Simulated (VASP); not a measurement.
# TaSi4W (F-43m) in VASP: further runs

TaSi4W is run at these levels: PBE; tasks: single point.

All numbers are computed with VASP 6.6.1; they aren't measurements. Logs are shortened: lines on timing, memory, paths and dates and some standing lists are left out, and cuts for length are marked.

## 1. The cell of the first run

Symmetry: F-43m, No. 216, cubic system. The conventional cell has a = 6.886 Å, b = 6.886 Å, c = 6.886 Å, α = 90.00°, β = 90.00°, γ = 90.00°. Within 3.8 Å of Ta (site symmetry -43m) lie 12 Si at 2.86 Å and 4 W at 2.98 Å. Si (site symmetry 3m) has 6 Si at 2.43 to 2.44 Å and 3 W at 2.85 Å and 3 Ta at 2.86 Å within 3.2 Å. W (site symmetry -43m) has 12 Si at 2.85 Å and 4 Ta at 2.98 Å within 3.8 Å.

The cell was generated, and may not be a known phase.

## 2. Single point, PBE

The input, INCAR:

```
ALGO = Normal
EDIFF = 1E-6
ENCUT = 500
GGA = PE
GGA_COMPAT = F
ISIF = 2
ISMEAR = 0
LASPH = T
LCHARG = T
LELF = T
LREAL = F
LVHAR = T
LWAVE = F
NBANDS = 30
NELM = 120
PREC = Accurate
SIGMA = 0.2
```

The input, KPOINTS:

```
k-points
0
Gamma
  4 4 4
```

The input, POSCAR:

```
TaSi4W
1.0
    0.0000000000      3.4428058442      3.4428058442
    3.4428058442      0.0000000000      3.4428058442
    3.4428058442      3.4428058442      0.0000000000
Ta Si W
1 4 1
Direct
    0.7500000000      0.7500000000      0.7500000000
    0.6240408618      0.1253197127      0.1253197127
    0.1253197127      0.6240408618      0.1253197127
    0.1253197127      0.1253197127      0.6240408618
    0.1253197127      0.1253197127      0.1253197127
    0.5000000000      0.5000000000      0.5000000000
```

Potentials or basis: VASP PAW PBE potentials, release 64 (Ta_pv, Si, W_sv).

On the command line:

```
> cat potpaw_PBE.64/Ta_pv/POTCAR potpaw_PBE.64/Si/POTCAR potpaw_PBE.64/W_sv/POTCAR > POTCAR
> mpirun -np 1 vasp_std > vasp.out
```

OUTCAR:

```text
EDIFF = 1E-6
   ENCUT = 500
   GGA = PE
   ISIF = 2
   ISMEAR = 0
   LASPH = T
   LREAL = F
   NELM = 120
   PREC = Accurate

 ion  position               nearest neighbor table
   1  0.750  0.750  0.750-   2 2.86   3 2.86   4 2.86   5 2.86   5 2.86   5 2.86   2 2.86   4 2.86
                             3 2.86   3 2.86   4 2.86   2 2.86   6 2.98   6 2.98   6 2.98   6 2.98
   2  0.624  0.125  0.125-   3 2.43   4 2.43   5 2.43   5 2.44   4 2.44   3 2.44   6 2.85   6 2.85
                             6 2.85   1 2.86   1 2.86   1 2.86
   3  0.125  0.624  0.125-   2 2.43   4 2.43   5 2.43   4 2.44   5 2.44   2 2.44   6 2.85   6 2.85
                             6 2.85   1 2.86   1 2.86   1 2.86
   4  0.125  0.125  0.624-   2 2.43   3 2.43   5 2.43   5 2.44   3 2.44   2 2.44   6 2.85   6 2.85
                             6 2.85   1 2.86   1 2.86   1 2.86
   5  0.125  0.125  0.125-   2 2.43   3 2.43   4 2.43   4 2.44   3 2.44   2 2.44   6 2.85   6 2.85
                             6 2.85   1 2.86   1 2.86   1 2.86
   6  0.500  0.500  0.500-   4 2.85   4 2.85   2 2.85   3 2.85   2 2.85   3 2.85   5 2.85   5 2.85
                             5 2.85   2 2.85   3 2.85   4 2.85   1 2.98   1 2.98   1 2.98   1 2.98

  LATTYP: Found a face centered cubic cell.
 ALAT       =     6.8856116884

  Lattice vectors:

 A1 = (   0.0000000000,   3.4428058442,   3.4428058442)
 A2 = (   3.4428058442,   0.0000000000,   3.4428058442)
 A3 = (   3.4428058442,   3.4428058442,   0.0000000000)

Analysis of symmetry for initial positions (statically):
=====================================================================
 Subroutine PRICEL returns:
 Original cell was already a primitive cell.

 Routine SETGRP: Setting up the symmetry group for a
 face centered cubic supercell.

 Subroutine GETGRP returns: Found 24 space group operations
 (whereof 24 operations were pure point group operations)
 out of a pool of 48 trial point group operations.

The static configuration has the point symmetry T_d .

Analysis of symmetry for dynamics (positions and initial velocities):
=====================================================================
 Subroutine PRICEL returns:
 Original cell was already a primitive cell.

 Routine SETGRP: Setting up the symmetry group for a
 face centered cubic supercell.

 Subroutine GETGRP returns: Found 24 space group operations
 (whereof 24 operations were pure point group operations)
 out of a pool of 48 trial point group operations.

The dynamic configuration has the point symmetry T_d .

 Subroutine INISYM returns: Found 24 space group operations
 (whereof 24 operations are pure point group operations),
 and found     1 'primitive' translations

----------------------------------------------------------------------------------------

                                     Primitive cell

  volume of cell :      81.6145

  direct lattice vectors                    reciprocal lattice vectors
     0.000000000  3.442805844  3.442805844    -0.145230380  0.145230380  0.145230380
     3.442805844  0.000000000  3.442805844     0.145230380 -0.145230380  0.145230380
     3.442805844  3.442805844  0.000000000     0.145230380  0.145230380 -0.145230380

  length of vectors
     4.868862717  4.868862717  4.868862717     0.251546396  0.251546396  0.251546396

  position of ions in fractional coordinates (direct lattice)
     0.750000000  0.750000000  0.750000000
     0.624040862  0.125319713  0.125319713
     0.125319713  0.624040862  0.125319713
     0.125319713  0.125319713  0.624040862
     0.125319713  0.125319713  0.125319713
     0.500000000  0.500000000  0.500000000

  ion indices of the primitive-cell ions
   primitive index   ion index
                 1           1
                 2           2
                 3           3
                 4           4
                 5           5
                 6           6

----------------------------------------------------------------------------------------

 KPOINTS: k-points

Automatic generation of k-mesh.
 Grid dimensions read from file:
 generate k-points for:    4    4    4

 Generating k-lattice:

  Cartesian coordinates                     Fractional coordinates (reciprocal lattice)
    -0.036307595  0.036307595  0.036307595     0.250000000  0.000000000  0.000000000
     0.036307595 -0.036307595  0.036307595     0.000000000  0.250000000  0.000000000
     0.036307595  0.036307595 -0.036307595     0.000000000  0.000000000  0.250000000

  Length of vectors
     0.062886599  0.062886599  0.062886599

  Shift w.r.t. Gamma in fractional coordinates (k-lattice)
     0.000000000  0.000000000  0.000000000

 Subroutine IBZKPT returns following result:
 ===========================================

 Found      8 irreducible k-points:

 Following reciprocal coordinates:
            Coordinates               Weight
  0.000000  0.000000  0.000000      1.000000
  0.250000  0.000000  0.000000      8.000000
  0.500000  0.000000  0.000000      4.000000
  0.250000  0.250000  0.000000      6.000000
  0.500000  0.250000  0.000000     24.000000
 -0.250000  0.250000  0.000000     12.000000
  0.500000  0.500000  0.000000      3.000000
 -0.250000  0.500000  0.250000      6.000000
   k-points           NKPTS =      8   k-points in BZ     NKDIM =      8   number of bands    NBANDS=     30
   number of dos      NEDOS =    301   number of ions     NIONS =      6
   total plane-waves  NPLWV =  46656
   dimension x,y,z NGX =    36 NGY =   36 NGZ =   36
   dimension x,y,z NGXF=    72 NGYF=   72 NGZF=   72
   ions per type =               1   4   1
   NGX,Y,Z   is equivalent  to a cutoff of  12.29, 12.29, 12.29 a.u.
   NGXF,Y,Z  is equivalent  to a cutoff of  24.58, 24.58, 24.58 a.u.
 SYSTEM =  unknown system
   PREC   = accura    normal or accurate (medium, high low for compatibility)
   ISTART =      0    job   : 0-new  1-cont  2-samecut
   ICHARG =      2    charge: 1-file 2-atom 10-const
   ISPIN  =      1    spin polarized calculation?
   LNONCOLLINEAR =      F non collinear calculations
   LSORBIT =      F    spin-orbit coupling
   LASPH  =      T    aspherical Exc in radial PAW
   ENCUT  =  500.0 eV  36.75 Ry    6.06 a.u.   8.88  8.88  8.88*2*pi/ulx,y,z
   NELM   =    120;   NELMIN=  2; NELMDL= -5     # of ELM steps
   EDIFF  = 0.1E-05   stopping-criterion for ELM
   LREAL  =      F    real-space projection
[... 7 lines left out ...]
   TEBEG  =    0.0;   TEEND  =   0.0 temperature during run
   PSTRESS=    0.0 pullay stress
   NELECT =      41.0000    total number of electrons
   NUPDOWN=      -1.0000    fix difference up-down
   EMIN   =  10.00;   EMAX   =-10.00  energy-range for DOS
   EFERMI =   0.00;   METHOD = LEGACY
   ISMEAR =     0;   SIGMA  =   0.20  broadening in eV -4-tet -1-fermi 0-gaus
   EFERMI_NEDOS =   21; number of points for ismear=-14 and -15
   IALGO  =     38    algorithm
   IMIX   =      4    mixing-type and parameters
     AMIX     =   0.40;   BMIX     =  1.00
     AMIX_MAG =   1.60;   BMIX_MAG =  1.00
  volume/ion in A,a.u.               =      13.60        91.79
  Fermi-wavevector in a.u.,A,eV,Ry     =   1.301408  2.459305 23.043693  1.693664
  Thomas-Fermi vector in A             =   2.432544
   LORBIT       =      0    0 simple, 1 ext, 2 COOP (PROOUT), +10 PAW based schemes
   GGA     = PE    functional components
   LHFCALC =     F    Hartree Fock is set to
   AEXX    =    0.0000 exact exchange contribution
   IVDW    =     0    specifies the selected vdW correction
   LEPSILON=     F    determine dielectric tensor
   LRPA    =     F    only Hartree local field effects (RPA)
 non-spin polarized calculation
 Gauss-broadening in eV      SIGMA  =   0.20
  energy-cutoff  :      500.00
  volume of cell :       81.61
 maximum number of plane-waves:      2120
   NGX = 17   NGY = 17   NGZ = 17

 number of electron      41.0000003 magnetization

 Free energy of the ion-electron system (eV)
  ---------------------------------------------------
  ext. energy  EPLUGINS =         0.00000000
  ---------------------------------------------------
  free energy    TOTEN  =       -44.45360509 eV

  energy without entropy =      -44.34781837  energy(sigma->0) =      -44.40071173

 E-fermi :  11.3725     XC(G=0): -12.4490

 val. band max:       11.3011263805   @ k =   0.5000   0.2500   0.0000
 cond. band min:      11.3966770032   @ k =   0.2500   0.2500   0.0000
 fundamental gap:      0.0955506227
 Fermi energy:        11.3725272232

 k-point     1 :       0.0000    0.0000    0.0000
  band No.  band energies     occupation
      1     -62.9617      2.00000
      2     -27.1850      2.00000
      3     -27.1850      2.00000
      4     -27.1850      2.00000
      5     -23.3476      2.00000
      6     -23.3476      2.00000
[... 22 lines left out ...]
     29      15.7149      0.00000
     30      17.1531      0.00000

 k-point     2 :       0.2500    0.0000    0.0000
  band No.  band energies     occupation
      1     -62.9617      2.00000
      2     -27.1863      2.00000
      3     -27.1860      2.00000
      4     -27.1860      2.00000
      5     -23.3508      2.00000
      6     -23.3467      2.00000
[... 22 lines left out ...]
     29      16.1785      0.00000
     30      16.7249      0.00000

 k-point     3 :       0.5000    0.0000    0.0000
  band No.  band energies     occupation
      1     -62.9617      2.00000
      2     -27.1877      2.00000
      3     -27.1869      2.00000
      4     -27.1869      2.00000
      5     -23.3538      2.00000
      6     -23.3459      2.00000
[... 22 lines left out ...]
     29      14.2436      0.00000
     30      15.9867      0.00000

 k-point     4 :       0.2500    0.2500    0.0000
  band No.  band energies     occupation
      1     -62.9617      2.00000
      2     -27.1872      2.00000
      3     -27.1872      2.00000
      4     -27.1848      2.00000
      5     -23.3529      2.00000
      6     -23.3459      2.00000
[... 22 lines left out ...]
     29      16.9917      0.00000
     30      17.1426      0.00000

 k-point     5 :       0.5000    0.2500    0.0000
  band No.  band energies     occupation
      1     -62.9617      2.00000
      2     -27.1900      2.00000
      3     -27.1882      2.00000
      4     -27.1843      2.00000
      5     -23.3551      2.00000
      6     -23.3459      2.00000
[... 22 lines left out ...]
     29      16.0177      0.00000
     30      16.1944      0.00000

 k-point     6 :      -0.2500    0.2500    0.0000
  band No.  band energies     occupation
      1     -62.9617      2.00000
      2     -27.1898      2.00000
      3     -27.1869      2.00000
      4     -27.1847      2.00000
      5     -23.3533      2.00000
      6     -23.3465      2.00000
[... 22 lines left out ...]
     29      15.7372      0.00000
     30      16.1043      0.00000

 k-point     7 :       0.5000    0.5000    0.0000
  band No.  band energies     occupation
      1     -62.9617      2.00000
      2     -27.1894      2.00000
      3     -27.1894      2.00000
      4     -27.1847      2.00000
      5     -23.3580      2.00000
      6     -23.3442      2.00000
[... 22 lines left out ...]
     29      15.4241      0.00000
     30      16.3800      0.00000

 k-point     8 :      -0.2500    0.5000    0.2500
  band No.  band energies     occupation
      1     -62.9618      2.00000
      2     -27.1907      2.00000
      3     -27.1895      2.00000
      4     -27.1835      2.00000
      5     -23.3555      2.00000
      6     -23.3468      2.00000
[... 22 lines left out ...]
     29      15.6115      0.00000
     30      17.5558      0.00000

------------------------ aborting loop because EDIFF is reached ----------------------------------------

  FORCE on cell =-STRESS in cart. coord.  units (eV):
  Direction    XX          YY          ZZ          XY          YZ          ZX
  --------------------------------------------------------------------------------------
  -------------------------------------------------------------------------------------
  Total       -0.0461669     -0.0461669     -0.0461669     -0.0000000     -0.0000000      0.0000000
  in kB       -0.9063045     -0.9063045     -0.9063045     -0.0000000     -0.0000000      0.0000000
  external PRESSURE =      -0.9063045 kB  Pullay stress =       0.0000000 kB

 VOLUME and BASIS-vectors are now :
 -----------------------------------------------------------------------------
  energy-cutoff  :      500.00
  volume of cell :       81.61
      direct lattice vectors                 reciprocal lattice vectors
     0.000000000  3.442805844  3.442805844    -0.145230380  0.145230380  0.145230380
     3.442805844  0.000000000  3.442805844     0.145230380 -0.145230380  0.145230380
     3.442805844  3.442805844  0.000000000     0.145230380  0.145230380 -0.145230380

 POSITION                                       TOTAL-FORCE (eV/Angst)
 -----------------------------------------------------------------------------------
      5.16421      5.16421      5.16421        -0.000000     -0.000000     -0.000000
      0.86290      2.57990      2.57990        -0.003289      0.003289      0.003289
      2.57990      0.86290      2.57990         0.003289     -0.003289      0.003289
      2.57990      2.57990      0.86290         0.003289      0.003289     -0.003289
      0.86290      0.86290      0.86290        -0.003289     -0.003289     -0.003289
      3.44281      3.44281      3.44281        -0.000000     -0.000000     -0.000000
 -----------------------------------------------------------------------------------
    total drift:                               -0.000000     -0.000000     -0.000000

  FREE ENERGIE OF THE ION-ELECTRON SYSTEM (eV)
  ---------------------------------------------------
  free  energy   TOTEN  =       -44.4536050931 eV

  energy  without entropy=      -44.3478183702  energy(sigma->0) =      -44.40071173
```

It took 15 s on 1 thread of Intel Xeon Platinum 8488C (Sapphire Rapids), shared host; peak memory 0.21 GiB.

Results:

```
Free energy            : -44.4536 eV
Pressure               : -0.1 GPa
Largest force          : 0.006 eV/Å
Band gap on the k mesh : zero (an odd number of electrons rules out a gap without spin polarisation)
```

Forces on the atoms (eV/Å):
```
Ta   0.000  0.000  0.000
Si  -0.003  0.003  0.003
Si   0.003 -0.003  0.003
Si   0.003  0.003 -0.003
Si  -0.003 -0.003 -0.003
W    0.000  0.000  0.000
```

Levels at points of the mesh, in eV from the Fermi level:
```csv
k point,band 17,band 18,band 19,band 20,band 21,band 22,band 23,band 24
"(0.00, 0.00, 0.00)",-5.64,-2.59,0.20,0.20,0.20,1.48,1.48,2.42
"(0.50, 0.00, 0.00)",-3.20,-0.66,-0.66,-0.60,0.64,0.64,0.77,1.83
"(0.50, 0.50, 0.00)",-2.28,-2.28,-2.15,-1.76,-1.76,1.61,1.76,2.77
```

Caveat: the k points lie up to 0.40 Å⁻¹ apart, too coarse for converged energies and pressures of a metal; spin-orbit coupling is left out, which moves the levels of the heavy elements; an odd number of electrons without spin polarisation forces a metal; a magnetic or distorted state may lie lower.

(Continued in part 2 of 3.)

The gap in the log of VASP goes by the Fermi energy; the results here count the filled bands.